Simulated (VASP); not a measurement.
A run of VASP 6.6.1:

Contents of INCAR:

```
PREC = Accurate
ENCUT = 520
EDIFF = 1E-6
ISMEAR = 0
SIGMA = 0.15
LREAL = False
LASPH = True
NELM = 60
ALGO = Normal
ISIF = 2
LWAVE = False
LCHARG = False
GGA = PS
NBANDS = 16
```

The input KPOINTS:

```
regular mesh
0
Gamma
  14 14 10
```

Contents of POSCAR:

```
SbPb
1.0
    2.0758210000     -2.6803290000      0.0000000000
    2.0758210000      2.6803290000      0.0000000000
    0.0000000000      0.0000000000      5.4534750000
Sb Pb
1 1
Direct
    0.5000000000      0.5000000000      0.5000000000
    0.0000000000      0.0000000000      0.0000000000
```

Potentials or basis: VASP PAW PBE potentials, release 64 (Sb, Pb_d).

Launch:

```bash
$ cat potpaw_PBE.64/Sb/POTCAR potpaw_PBE.64/Pb_d/POTCAR > POTCAR
$ mpirun -np 1 vasp_std > vasp.out
```

Hardware: 1 thread of Intel Xeon 8259CL, on a shared host.

Problem. How long does it take, and how much memory?

Solution. Wall time 5.9 min on 1 thread of Intel Xeon 8259CL (shared host), peak memory 0.45 GiB. Counts: scf iterations 11, k points 342.
